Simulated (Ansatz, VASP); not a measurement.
## SiC: VASP beside Ansatz

The input INCAR:

```
SYSTEM = SiC
ALGO = Normal
EDIFF = 1E-7
ENCUT = 520
GGA = PE
ISIF = 2
ISMEAR = 0
LASPH = .True.
LCHARG = .False.
LREAL = .False.
LWAVE = .False.
NBANDS = 36
NELM = 60
PREC = Accurate
SIGMA = 0.05
```

KPOINTS

```
k-points
0
Gamma
  10 10 2
  0 0 0
```

POSCAR

```
SiC
1.0
    2.1898640950     -2.1898640950      0.0000000000
    2.1898640950      0.0000000000     -2.1898640950
   12.4090838806      6.9346426295      6.9346426295
Si C
6 6
Direct
    0.6701798600     -0.3298201400      0.3958000000
    0.1423965267      0.1423965267      0.2291333333
    0.1979631933      0.1979631933      0.5624666667
    0.2535298600      0.2535298600      0.8958000000
   -0.2742534733     -0.2742534733      0.7291333333
    0.6146131933      0.6146131933      0.0624666667
    0.3021256933      0.3021256933      0.4374666667
   -0.2256576400     -0.2256576400      0.2708000000
   -0.1700909733     -0.1700909733      0.6041333333
   -0.1145243067     -0.1145243067      0.9374666667
   -0.6423076400     -0.6423076400      0.7708000000
    0.2465590267      0.2465590267      0.1041333333
```

Input for Ansatz:

```yaml
crystal:
  lattice:
    - [2.189864095, -2.189864095, 0.0]
    - [2.189864095, 0.0, -2.189864095]
    - [12.4090838806, 6.9346426295, 6.9346426295]
  atoms:
    - { symbol: Si, position: [0.67017986, -0.32982014, 0.3958] }
    - { symbol: Si, position: [0.1423965267, 0.1423965267, 0.2291333333] }
    - { symbol: Si, position: [0.1979631933, 0.1979631933, 0.5624666667] }
    - { symbol: Si, position: [0.25352986, 0.25352986, 0.8958] }
    - { symbol: Si, position: [-0.2742534733, -0.2742534733, 0.7291333333] }
    - { symbol: Si, position: [0.6146131933, 0.6146131933, 0.0624666667] }
    - { symbol: C, position: [0.3021256933, 0.3021256933, 0.4374666667] }
    - { symbol: C, position: [-0.22565764, -0.22565764, 0.2708] }
    - { symbol: C, position: [-0.1700909733, -0.1700909733, 0.6041333333] }
    - { symbol: C, position: [-0.1145243067, -0.1145243067, 0.9374666667] }
    - { symbol: C, position: [-0.64230764, -0.64230764, 0.7708] }
    - { symbol: C, position: [0.2465590267, 0.2465590267, 0.1041333333] }
basis:
  ecutwfc: 420
kpoints:
  mp_grid: { grid: [10, 10, 2] }
hamiltonian:
  xc: pbe
scf:
  occupations: { method: gaussian, width: 0.05 }
output:
  forces: true
  stress: true
  eigenvalues: true
```

Alike in both runs: task single point; functional PBE; k mesh 10 × 10 × 2; occupations gaussian, width 0.05 eV; no spin polarisation.

|  | VASP | Ansatz |
| --- | --- | --- |
| version | VASP 6.6.1 | Ansatz 0.2.0 |
| potentials or method | VASP PAW PBE potentials, release 64 (Si, C), cutoff 520 eV | scalar-relativistic, plane waves, PAW |
| valence electrons in the cell | 48 | 48 |

```tsv
	VASP	Ansatz	Ansatz less VASP
gap on the k mesh at the Fermi level (eV)	0.66	0.66	+0.004
least direct gap on the mesh (eV)	1.44	1.44	+0.005
pressure (GPa)	-1.1	-1.1	+0.04
traceless stress, the component that is largest in VASP (GPa)	-3.82	-3.80	+0.029
rms of the force components (eV/Å)	0.464	0.464	0.0000
```

Atom by atom the forces differ by 0.003 eV/Å (rms over components). The functional is the same, so the differences come from potentials, cutoffs and numerics.
